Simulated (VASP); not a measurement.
Input of a VASP 6.6.1 run:

Contents of INCAR:

```
  PREC = Accurate
  ENCUT = 520
  EDIFF = 1E-6
  ISMEAR = -1
  SIGMA = 0.05
  LREAL = Auto
  LASPH = T
  NELM = 60
  ALGO = Normal
  ISIF = 2
  LWAVE = F
  LCHARG = F
  GGA = B5
  ALDAX = 1.0
  AGGAX = 1.0
  AGGAC = 1.0
  ALDAC = 0.0
  NBANDS = 84
```

File KPOINTS:

```
Automatic mesh
0
Gamma
  5 5 2
```

POSCAR

```
Ta3AsAu2O13
1.0
    6.8674323118     -1.9391007401     -0.0025429990
    6.8674323118      1.9391007401     -0.0025429990
   -1.7025370902      0.0000000000     10.5082262368
Ta As Au O
3 1 2 13
Direct
    0.2999903175      0.2999903175      0.6340786271
    0.3595390110      0.3595390110      0.0041944367
    0.6411831009      0.6411831009      0.9962801958
    0.6995993140      0.6995993140      0.3577643327
    0.6014570988      0.6014570988      0.6310550380
    0.3998625106      0.3998625106      0.3648905480
    0.3444912535      0.3444912535      0.8074326053
    0.4155714402      0.4155714402      0.5550956162
    0.7836277440      0.7836277440      0.6048182433
    0.6574235935      0.6574235935      0.1982132041
    0.5899857475      0.5899857475      0.4341280127
    0.2183458363      0.2183458363      0.4098089940
    0.6163375971      0.6163375971      0.8216547181
    0.1454064229      0.1454064229      0.6412351277
    0.3833339382      0.3833339382      0.1785216560
    0.8426890227      0.8426890227      0.3587081694
    0.5009390070      0.5009390070      0.0017409463
    0.8137225241      0.8137225241      0.9930871145
    0.1865145204      0.1865145204      0.0072824141
```

Potentials or basis: VASP PAW PBE potentials, release 64 (Ta_pv, As, Au, O).

Run with:

```sh
$ cat potpaw_PBE.64/Ta_pv/POTCAR potpaw_PBE.64/As/POTCAR potpaw_PBE.64/Au/POTCAR potpaw_PBE.64/O/POTCAR > POTCAR
$ mpirun -np 1 vasp_std > vasp.out
```

Question: Predict the pressure.

Answer: 1.2 GPa.

Question: Predict the band gap on the k mesh.

Answer: Zero (bands 69 and 70 overlap by 0.17 eV).

Question: What does it give for the largest force?

Answer: 0.261 eV/Å.

Stress tensor (GPa, compression positive):
```
 0.86  0.00 -0.08
 0.00  0.97  0.00
-0.08  0.00  1.77
```

Caveat: the PAW data sets were made with another functional, which shifts forces and pressure a little; spin-orbit coupling is left out, which moves the levels of the heavy elements.
